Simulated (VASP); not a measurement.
TiSi2, 6 atoms in the cell. The structure is orthorhombic, space group Fddd (No. 70). Conventional cell: a = 4.779 Å, b = 8.235 Å, c = 8.526 Å, α = 90.00°, β = 90.00°, γ = 90.00°. Within 3.4 Å of Ti (site symmetry 222) lie 10 Si at 2.55 to 2.78 Å and 4 Ti at 3.20 Å. Si (site symmetry 2) has 9 Si at 2.52 to 3.20 Å and 5 Ti at 2.55 to 2.78 Å within 3.3 Å. 

| Item | Value |
| --- | --- |
| Program | VASP 6.6.1 |
| Task | single point |
| Functional | r2SCAN |
| Potentials or basis | VASP PAW PBE potentials, release 64 (Ti_sv, Si) |
| Cutoff | 520 eV |
| k mesh | 6 × 6 × 6 |
| Occupations | gaussian, width 0.1 eV |
| Spin | no spin polarisation |
| Dipole correction | no |
| Further INCAR settings | ALGO = Normal; EDIFF = 1e-06; NBANDS = 29 |

Potentials or basis: VASP PAW PBE potentials, release 64 (Ti_sv, Si).

Command:

```bash
$ cat potpaw_PBE.64/Ti_sv/POTCAR potpaw_PBE.64/Si/POTCAR > POTCAR
$ cp INCAR.step1 INCAR
$ mpirun -np 1 vasp_std > vasp.out
$ cp INCAR.step2 INCAR
$ mpirun -np 1 vasp_std > vasp.out
```

Hardware: 1 thread of Intel(R) Xeon(R) Platinum 8259CL CPU @ 2.50GHz (Skylake/Cascade Lake), with other jobs on the host.

Task: How long does it take, and how much memory?

Result: It took 7.6 min on 1 thread of Intel(R) Xeon(R) Platinum 8259CL CPU @ 2.50GHz (Skylake/Cascade Lake), on a shared host, peak memory 0.3 GiB. Counts: k points 46.
